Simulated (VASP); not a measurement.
Write the native input for VASP 6.6.1 that does the following.

* Task: single point
* Functional: r2SCAN
* Potentials or basis: VASP PAW PBE potentials, release 64 (K_sv, I)
* Cutoff: 520 eV
* k mesh: 6 × 6 × 4
* Occupations: gaussian, width 0.01 eV
* Spin: no spin polarisation
* Dipole correction: no
* Further INCAR settings: ALGO = Normal; EDIFF = 1e-06; NBANDS = 24

Crystal: KI.

```xyz
4
Lattice="4.9485 0.0000 0.0000 -2.4743 4.2856 0.0000 0.0000 0.0000 8.6750" Properties=species:S:1:pos:R:3 pbc="T T T"
K     0.0000    0.0000    0.0000
K     0.0000    0.0000    4.3375
I     0.0000    2.8570    2.1688
I     2.4743    1.4285    6.5063
```

This cell differs from its parent crystal: volume changed by +3%.

One way to write it, as run:

POSCAR

```
KI
1.0
    4.9485289049      0.0000000000      0.0000000000
   -2.4742644525      4.2855517430      0.0000000000
    0.0000000000      0.0000000000      8.6750491198
K I
2 2
Direct
    0.0000000000      0.0000000000      0.0000000000
    0.0000000000      0.0000000000      0.5000000000
    0.3333333333      0.6666666667      0.2500000000
    0.6666666667      0.3333333333      0.7500000000
```

INCAR.step1

```
ALGO = Normal
EDIFF = 1E-4
ENCUT = 520
GGA = PE
ISMEAR = 0
LASPH = True
LCHARG = False
LREAL = False
LWAVE = True
NBANDS = 24
NELM = 60
PREC = Accurate
SIGMA = 0.01
```

INCAR.step2

```
ALGO = Normal
EDIFF = 1E-6
ENCUT = 520
ISIF = 2
ISMEAR = 0
ISTART = 1
LASPH = True
LCHARG = False
LMIXTAU = True
LREAL = False
LWAVE = False
METAGGA = R2SCAN
NBANDS = 24
NELM = 60
PREC = Accurate
SIGMA = 0.01
```

KPOINTS

```
k-points
0
Gamma
  6 6 4
```

Potentials or basis: VASP PAW PBE potentials, release 64 (K_sv, I).

Launch:

```console
$ cat potpaw_PBE.64/K_sv/POTCAR potpaw_PBE.64/I/POTCAR > POTCAR
$ cp INCAR.step1 INCAR
$ mpirun -np 1 vasp_std > vasp.out
$ cp INCAR.step2 INCAR
$ mpirun -np 1 vasp_std > vasp.out
```

Results of the run:

The pressure is -0.3 GPa. The band gap on the k mesh is 4.42 eV, direct.

Caveat: the PAW data sets were made with another functional, which shifts forces and pressure a little; spin-orbit coupling is left out, which moves the levels of the heavy elements.

Run time: 7.5 min on 1 thread of Intel Xeon 6975P-C, on a shared host, peak memory 0.41 GiB.
